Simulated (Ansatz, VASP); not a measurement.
# Two plane-wave programs on SiC

```
Si C
1.0
     3.17917    0.00000    0.00000
    -1.58958    2.75324    0.00000
     0.00000    0.00000    4.79959
Si C
2 2
Cartesian
  0.0000 1.8355 0.0219
  1.5896 0.9177 2.4217
  0.0000 1.8355 1.6828
  1.5896 0.9177 4.0826
```

Alike in both runs: task single point; functional PBE; k mesh 12 × 12 × 6; occupations gaussian, width 0.05 eV; no spin polarisation.

```csv
,VASP,Ansatz
version,VASP 6.6.1,Ansatz 0.2.0
potentials or method,"VASP PAW PBE potentials, release 64 (Si, C), cutoff 520 eV","scalar-relativistic, plane waves, PAW"
valence electrons in the cell,16,16
```

Ansatz gave:

* gap on the k mesh at the Fermi level (eV): 1.81
* least direct gap on the mesh (eV): 2.97
* pressure (GPa): 11.2
* traceless stress, the component that is largest in VASP (GPa): 57.95
* rms of the force components (eV/Å): 3.397

Which values does VASP return?

gap on the k mesh at the Fermi level (eV): 1.81; least direct gap on the mesh (eV): 2.97; pressure (GPa): 11.2; traceless stress, the component that is largest in VASP (GPa): 58.01; rms of the force components (eV/Å): 3.393.

Atom by atom the forces differ by 0.004 eV/Å (rms over components).
